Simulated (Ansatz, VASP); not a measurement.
# P: VASP beside Ansatz

```
P
1.0
     2.52677    0.00000    0.00000
    -1.26338    2.18824    0.00000
     0.00000    0.00000    9.32220
P
4
Direct
  0.00000 0.00000 0.00000
  0.00000 0.00000 0.50000
  0.33333 0.66667 0.25000
  0.66667 0.33333 0.75000
```

Alike in both runs: task single point; functional LDA; k mesh 18 × 18 × 5; occupations fermi-dirac, width 0.1 eV; no spin polarisation.

```csv
,VASP,Ansatz
version,VASP 6.6.1,Ansatz 0.2.0
potentials or method,"VASP PAW LDA potentials, release 64 (P), cutoff 520 eV","plane waves (420 eV) with PAW, scalar-relativistic"
valence electrons in the cell,20,20
```

```csv
,VASP,Ansatz,Ansatz less VASP
pressure (GPa),9.8,10.0,+0.14
"traceless stress, the component that is largest in VASP (GPa)",-1.38,-1.44,-0.055
```

Ansatz warns that its potentials were made for another functional, while VASP's fit it. LDA's correlation is that of Perdew and Zunger in VASP and of Perdew and Wang (1992) in Ansatz.
